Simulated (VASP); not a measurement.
# WSe2 (P6_3/mmc) in VASP: settings compared

WSe2 is run at these levels: PBE, r2SCAN; tasks: single point.

Everything below comes from runs of VASP 6.6.1. Logs are shortened: lines on timing, memory, paths and dates and some standing lists are left out, and cuts for length are marked.

### Step 1. The cell of the first run

The structure is hexagonal, space group P6_3/mmc (No. 194). Conventional cell: a = 3.300 Å, b = 3.300 Å, c = 13.149 Å, α = 90.00°, β = 90.00°, γ = 120.00°. Within 3.3 Å of W (site symmetry -6m2) lie 6 Se at 2.53 Å and 6 W at 3.30 Å. Within 3.3 Å of Se (site symmetry 3m) lie 3 W at 2.53 Å and 6 Se at 3.30 Å.

### Step 2. Single point, PBE

File INCAR:

```
ALGO = Normal ; EDIFF = 1E-6
ENCUT = 520 ; GGA = PE
ISIF = 2 ; ISMEAR = 0
LASPH = T ; LCHARG = F
LREAL = F ; LWAVE = F
NBANDS = 35 ; NELM = 80
PREC = Accurate ; SIGMA = 0.01
```

File KPOINTS:

```
k-points
0
Gamma
  12 12 2
```

File POSCAR:

```
WSe2
1.0
    3.2996674459      0.0000000000      0.0000000000
   -1.6498337230      2.8575958322      0.0000000000
    0.0000000000      0.0000000000     13.1487009329
W Se
2 4
Direct
    0.3333333333      0.6666666667      0.2500000000
    0.6666666667      0.3333333333      0.7500000000
    0.6666666667      0.3333333333      0.3766602598
    0.6666666667      0.3333333333      0.1233397402
    0.3333333333      0.6666666667      0.8766602598
    0.3333333333      0.6666666667      0.6233397402
```

Potentials or basis: VASP PAW PBE potentials, release 64 (W_sv, Se).

The run is started by

```console
cat potpaw_PBE.64/W_sv/POTCAR potpaw_PBE.64/Se/POTCAR > POTCAR
mpirun -np 1 vasp_std > vasp.out
```

OUTCAR:

```text
EDIFF = 1E-6
   ENCUT = 520
   GGA = PE
   ISIF = 2
   ISMEAR = 0
   LASPH = T
   LREAL = F
   NELM = 80
   PREC = Accurate

 ion  position               nearest neighbor table
   1  0.333  0.667  0.250-   3 2.53   4 2.53   3 2.53   4 2.53   3 2.53   4 2.53
   2  0.667  0.333  0.750-   5 2.53   6 2.53   5 2.53   6 2.53   5 2.53   6 2.53
   3  0.667  0.333  0.377-   1 2.53   1 2.53   1 2.53
   4  0.667  0.333  0.123-   1 2.53   1 2.53   1 2.53
   5  0.333  0.667  0.877-   2 2.53   2 2.53   2 2.53
   6  0.333  0.667  0.623-   2 2.53   2 2.53   2 2.53

  LATTYP: Found a hexagonal cell.
 ALAT       =     3.2996674459
 C/A-ratio  =     3.9848563979

  Lattice vectors:

 A1 = (   3.2996674459,   0.0000000000,   0.0000000000)
 A2 = (  -1.6498337230,   2.8575958322,   0.0000000000)
 A3 = (   0.0000000000,   0.0000000000,  13.1487009329)

Analysis of symmetry for initial positions (statically):
=====================================================================
 Subroutine PRICEL returns:
 Original cell was already a primitive cell.

 Routine SETGRP: Setting up the symmetry group for a
 hexagonal supercell.

 Subroutine GETGRP returns: Found 24 space group operations
 (whereof 12 operations were pure point group operations)
 out of a pool of 24 trial point group operations.

The static configuration has the point symmetry D_3d.
 The point group associated with its full space group is D_6h.

Analysis of symmetry for dynamics (positions and initial velocities):
=====================================================================
 Subroutine PRICEL returns:
 Original cell was already a primitive cell.

 Routine SETGRP: Setting up the symmetry group for a
 hexagonal supercell.

 Subroutine GETGRP returns: Found 24 space group operations
 (whereof 12 operations were pure point group operations)
 out of a pool of 24 trial point group operations.

The dynamic configuration has the point symmetry D_3d.
 The point group associated with its full space group is D_6h.

 Subroutine INISYM returns: Found 24 space group operations
 (whereof 12 operations are pure point group operations),
 and found     1 'primitive' translations

----------------------------------------------------------------------------------------

                                     Primitive cell

  volume of cell :     123.9806

  direct lattice vectors                    reciprocal lattice vectors
     3.299667446  0.000000000  0.000000000     0.303060844  0.174972260  0.000000000
    -1.649833723  2.857595832  0.000000000     0.000000000  0.349944519  0.000000000
     0.000000000  0.000000000 13.148700933     0.000000000  0.000000000  0.076053141

  length of vectors
     3.299667446  3.299667446 13.148700933     0.349944519  0.349944519  0.076053141

  position of ions in fractional coordinates (direct lattice)
     0.333333333  0.666666667  0.250000000
     0.666666667  0.333333333  0.750000000
     0.666666667  0.333333333  0.376660260
     0.666666667  0.333333333  0.123339740
     0.333333333  0.666666667  0.876660260
     0.333333333  0.666666667  0.623339740

  ion indices of the primitive-cell ions
   primitive index   ion index
                 1           1
                 2           2
                 3           3
                 4           4
                 5           5
                 6           6

----------------------------------------------------------------------------------------

 KPOINTS: k-points

Automatic generation of k-mesh.
 Grid dimensions read from file:
 generate k-points for:   12   12    2

 Generating k-lattice:

  Cartesian coordinates                     Fractional coordinates (reciprocal lattice)
     0.025255070  0.014581022  0.000000000     0.083333333  0.000000000  0.000000000
     0.000000000  0.029162043  0.000000000     0.000000000  0.083333333  0.000000000
     0.000000000  0.000000000  0.038026570     0.000000000  0.000000000  0.500000000

  Length of vectors
     0.029162043  0.029162043  0.038026570

  Shift w.r.t. Gamma in fractional coordinates (k-lattice)
     0.000000000  0.000000000  0.000000000

 Subroutine IBZKPT returns following result:
 ===========================================

 Found     38 irreducible k-points:

 Following reciprocal coordinates:
            Coordinates               Weight
  0.000000  0.000000  0.000000      1.000000
  0.083333 -0.000000  0.000000      6.000000
  0.166667 -0.000000  0.000000      6.000000
  0.250000  0.000000  0.000000      6.000000
  0.333333 -0.000000  0.000000      6.000000
  0.416667  0.000000  0.000000      6.000000
[... 16 lines left out ...]
  0.250000  0.000000  0.500000      6.000000
  0.333333 -0.000000  0.500000      6.000000
 [... further k-points ...]
   k-points           NKPTS =     38   k-points in BZ     NKDIM =     38   number of bands    NBANDS=     35
   number of dos      NEDOS =    301   number of ions     NIONS =      6
   total plane-waves  NPLWV =  76832
   dimension x,y,z NGX =    28 NGY =   28 NGZ =   98
   dimension x,y,z NGXF=    56 NGYF=   56 NGZF=  196
   ions per type =               2   4
   NGX,Y,Z   is equivalent  to a cutoff of  14.11, 14.11, 12.39 a.u.
   NGXF,Y,Z  is equivalent  to a cutoff of  28.21, 28.21, 24.78 a.u.
 SYSTEM =  unknown system
   PREC   = accura    normal or accurate (medium, high low for compatibility)
   ISTART =      0    job   : 0-new  1-cont  2-samecut
   ICHARG =      2    charge: 1-file 2-atom 10-const
   ISPIN  =      1    spin polarized calculation?
   LNONCOLLINEAR =      F non collinear calculations
   LSORBIT =      F    spin-orbit coupling
   LASPH  =      T    aspherical Exc in radial PAW
   ENCUT  =  520.0 eV  38.22 Ry    6.18 a.u.   6.14  6.14 24.45*2*pi/ulx,y,z
   NELM   =     80;   NELMIN=  2; NELMDL= -5     # of ELM steps
   EDIFF  = 0.1E-05   stopping-criterion for ELM
   LREAL  =      F    real-space projection
[... 7 lines left out ...]
   TEBEG  =    0.0;   TEEND  =   0.0 temperature during run
   PSTRESS=    0.0 pullay stress
   NELECT =      52.0000    total number of electrons
   NUPDOWN=      -1.0000    fix difference up-down
   EMIN   =  10.00;   EMAX   =-10.00  energy-range for DOS
   EFERMI =   0.00;   METHOD = LEGACY
   ISMEAR =     0;   SIGMA  =   0.01  broadening in eV -4-tet -1-fermi 0-gaus
   EFERMI_NEDOS =   21; number of points for ismear=-14 and -15
   IALGO  =     38    algorithm
   IMIX   =      4    mixing-type and parameters
     AMIX     =   0.40;   BMIX     =  1.00
     AMIX_MAG =   1.60;   BMIX_MAG =  1.00
  volume/ion in A,a.u.               =      20.66       139.44
  Fermi-wavevector in a.u.,A,eV,Ry     =   1.225438  2.315742 20.431845  1.501698
  Thomas-Fermi vector in A             =   2.360476
   LORBIT       =      0    0 simple, 1 ext, 2 COOP (PROOUT), +10 PAW based schemes
   GGA     = PE    functional components
   LHFCALC =     F    Hartree Fock is set to
   AEXX    =    0.0000 exact exchange contribution
   IVDW    =     0    specifies the selected vdW correction
   LEPSILON=     F    determine dielectric tensor
   LRPA    =     F    only Hartree local field effects (RPA)
 non-spin polarized calculation
 Gauss-broadening in eV      SIGMA  =   0.01
  energy-cutoff  :      520.00
  volume of cell :      123.98
 maximum number of plane-waves:      3378
 NGX is ok and might be reduce to    28
   NGX = 13   NGY = 13   NGZ = 49

 number of electron      51.9999996 magnetization

 Free energy of the ion-electron system (eV)
  ---------------------------------------------------
  ext. energy  EPLUGINS =         0.00000000
  ---------------------------------------------------
  free energy    TOTEN  =       -43.16134332 eV

  energy without entropy =      -43.16134332  energy(sigma->0) =      -43.16134332

 E-fermi :   6.0843     XC(G=0): -10.6224

 val. band max:        6.0384513376   @ k =   0.0000   0.0000   0.0000
 cond. band min:       7.0770329032   @ k =   0.1667   0.1667   0.0000
 fundamental gap:      1.0385815656
 Fermi energy:         6.0843102035

 k-point     1 :       0.0000    0.0000    0.0000
  band No.  band energies     occupation
      1     -68.2853      2.00000
      2     -68.2853      2.00000
      3     -32.5260      2.00000
      4     -32.5260      2.00000
      5     -32.4114      2.00000
      6     -32.4114      2.00000
[... 27 lines left out ...]
     34       8.9775      0.00000
     35      10.4670      0.00000

 k-point     2 :       0.0833   -0.0000    0.0000
  band No.  band energies     occupation
      1     -68.2846      2.00000
      2     -68.2846      2.00000
      3     -32.5231      2.00000
      4     -32.5231      2.00000
      5     -32.4268      2.00000
      6     -32.4268      2.00000
[... 27 lines left out ...]
     34       8.9226      0.00000
     35      11.0867      0.00000

 k-point     3 :       0.1667   -0.0000    0.0000
  band No.  band energies     occupation
      1     -68.2828      2.00000
      2     -68.2828      2.00000
      3     -32.5150      2.00000
      4     -32.5150      2.00000
      5     -32.4686      2.00000
      6     -32.4686      2.00000
[... 27 lines left out ...]
     34       9.3766      0.00000
     35      12.0211      0.00000

 k-point     4 :       0.2500    0.0000    0.0000
  band No.  band energies     occupation
      1     -68.2803      2.00000
      2     -68.2803      2.00000
      3     -32.5251      2.00000
      4     -32.5251      2.00000
      5     -32.5041      2.00000
      6     -32.5040      2.00000
[... 27 lines left out ...]
     34       9.8411      0.00000
     35      12.3684      0.00000

 k-point     5 :       0.3333   -0.0000    0.0000
  band No.  band energies     occupation
      1     -68.2779      2.00000
      2     -68.2778      2.00000
      3     -32.5810      2.00000
      4     -32.5810      2.00000
      5     -32.4930      2.00000
      6     -32.4930      2.00000
[... 638 lines left out ...]
 k-point    22 :       0.1667   -0.0000    0.5000
  band No.  band energies     occupation
      1     -68.2828      2.00000
      2     -68.2828      2.00000
      3     -32.5150      2.00000
      4     -32.5150      2.00000
      5     -32.4686      2.00000
      6     -32.4686      2.00000
[... 27 lines left out ...]
     34       9.3070      0.00000
     35      12.3290      0.00000

 k-point    23 :       0.2500    0.0000    0.5000
  band No.  band energies     occupation
      1     -68.2803      2.00000
      2     -68.2803      2.00000
      3     -32.5251      2.00000
      4     -32.5251      2.00000
      5     -32.5040      2.00000
      6     -32.5040      2.00000
[... 27 lines left out ...]
     34       9.7157      0.00000
     35      12.4165      0.00000

 k-point    24 :       0.3333   -0.0000    0.5000
  band No.  band energies     occupation
      1     -68.2778      2.00000
      2     -68.2778      2.00000
      3     -32.5810      2.00000
      4     -32.5810      2.00000
      5     -32.4930      2.00000
      6     -32.4930      2.00000
[... 27 lines left out ...]
     34       9.9971      0.00000
     35      11.6653      0.00000

 [... further k-points ...]
[... 5 lines left out ...]
  --------------------------------------------------------------------------------------
  -------------------------------------------------------------------------------------
  Total        2.3947047      2.3947047      3.7388772     -0.0000000      0.0000000      0.0000000
  in kB       30.9463001     30.9463001     48.3167771     -0.0000000      0.0000000      0.0000000
  external PRESSURE =      36.7364591 kB  Pullay stress =       0.0000000 kB

 VOLUME and BASIS-vectors are now :
 -----------------------------------------------------------------------------
  energy-cutoff  :      520.00
  volume of cell :      123.98
      direct lattice vectors                 reciprocal lattice vectors
     3.299667446  0.000000000  0.000000000     0.303060844  0.174972260  0.000000000
    -1.649833723  2.857595832  0.000000000     0.000000000  0.349944519  0.000000000
     0.000000000  0.000000000 13.148700933     0.000000000  0.000000000  0.076053141

 POSITION                                       TOTAL-FORCE (eV/Angst)
 -----------------------------------------------------------------------------------
     -0.00000      1.90506      3.28718        -0.000000     -0.000000      0.000000
      1.64983      0.95253      9.86153         0.000000      0.000000      0.000000
      1.64983      0.95253      4.95259        -0.000000     -0.000000      0.325026
      1.64983      0.95253      1.62176         0.000000     -0.000000     -0.325026
     -0.00000      1.90506     11.52694         0.000000     -0.000000      0.325026
     -0.00000      1.90506      8.19611        -0.000000      0.000000     -0.325026
 -----------------------------------------------------------------------------------
    total drift:                               -0.000000      0.000000     -0.000000

  FREE ENERGIE OF THE ION-ELECTRON SYSTEM (eV)
  ---------------------------------------------------
  free  energy   TOTEN  =       -43.1613433153 eV

  energy  without entropy=      -43.1613433153  energy(sigma->0) =      -43.16134332
```

Run time: 87 s. Hardware: 1 thread of Intel Xeon 6975P-C (Granite Rapids), shared host; peak memory 0.32 GiB.

Results:

| Item | Value |
| --- | --- |
| Free energy | -43.1613 eV |
| Pressure | 3.7 GPa |
| Largest force | 0.325 eV/Å |
| Band gap on the k mesh | 1.04 eV, indirect (least direct gap 1.49 eV) |

Forces on the atoms (eV/Å):
```
W    0.000  0.000  0.000
W    0.000  0.000  0.000
Se   0.000  0.000  0.325
Se   0.000  0.000 -0.325
Se   0.000  0.000  0.325
Se   0.000  0.000 -0.325
```

Caveat: spin-orbit coupling is left out, which moves the levels of the heavy elements; this functional lacks dispersion, which binds the layers, so the pressure and a relaxed spacing across them are unreliable. A k mesh can miss the band edges.

### Step 3. Single point, r2SCAN

POSCAR is that of step 2.

File INCAR.step1:

```
SYSTEM = WSe2
  PREC = Accurate
  ENCUT = 520
  ISMEAR = 0
  SIGMA = 0.01
  LREAL = .False.
  LASPH = .True.
  NELM = 60
  NBANDS = 35
  GGA = PE
  ALGO = Normal
  EDIFF = 1E-4
  LWAVE = .True.
  LCHARG = .False.
```

File INCAR.step2:

```
SYSTEM = WSe2
  PREC = Accurate
  ENCUT = 520
  EDIFF = 1E-6
  ISMEAR = 0
  SIGMA = 0.01
  LREAL = .False.
  LASPH = .True.
  NELM = 60
  ALGO = Normal
  ISIF = 2
  LWAVE = .False.
  LCHARG = .True.
  METAGGA = R2SCAN
  LMIXTAU = .True.
  LELF = .True.
  LVHAR = .True.
  NBANDS = 35
  ISTART = 1
```

File KPOINTS:

```
Automatic mesh
0
Gamma
  12 12 2
  0 0 0
```

Potentials or basis: VASP PAW PBE potentials, release 64 (W_sv, Se).

The run is started by

```console
cat potpaw_PBE.64/W_sv/POTCAR potpaw_PBE.64/Se/POTCAR > POTCAR
cp INCAR.step1 INCAR
mpirun -np 1 vasp_std > vasp.out
cp INCAR.step2 INCAR
mpirun -np 1 vasp_std > vasp.out
```

Wall time 5.1 min (1 thread of Intel Xeon 6975P-C (Granite Rapids), shared host); peak memory 0.37 GiB.

The run converged. Its results:

| Quantity | Value |
| --- | --- |
| Free energy | -163.5643 eV |
| Pressure | 1.7 GPa |
| Largest force | 0.008 eV/Å |
| Band gap on the k mesh | 1.16 eV, indirect (least direct gap 1.61 eV) |

Forces in eV/Å, atoms in the order of the input:
```
W    0.000  0.000  0.000
W    0.000  0.000  0.000
Se   0.000  0.000  0.008
Se   0.000  0.000 -0.008
Se   0.000  0.000  0.008
Se   0.000  0.000 -0.008
```

Stress tensor (GPa, compression positive):
```
1.69 0.00 0.00
0.00 1.69 0.00
0.00 0.00 1.59
```

Levels at points of the mesh, in eV from the valence-band top:
```tsv
k point	band 23	band 24	band 25	band 26	band 27	band 28	band 29	band 30
(0.00, 0.00, 0.00)	-1.66	-1.29	-1.05	0.00	2.76	2.76	2.81	2.81
(0.50, 0.00, 0.00)	-1.51	-1.47	-1.33	-1.31	2.21	2.25	2.46	2.74
(0.00, 0.00, 0.50)	-1.68	-1.68	-0.25	-0.25	2.77	2.77	2.77	2.77
(0.50, 0.00, 0.50)	-1.41	-1.41	-1.39	-1.39	2.23	2.23	2.62	2.62
```

Caveat: the PAW data sets were made with another functional, which shifts forces and pressure a little; spin-orbit coupling is left out, which moves the levels of the heavy elements. r2SCAN opens gaps a little over a GGA but as a rule still falls short of measured ones.
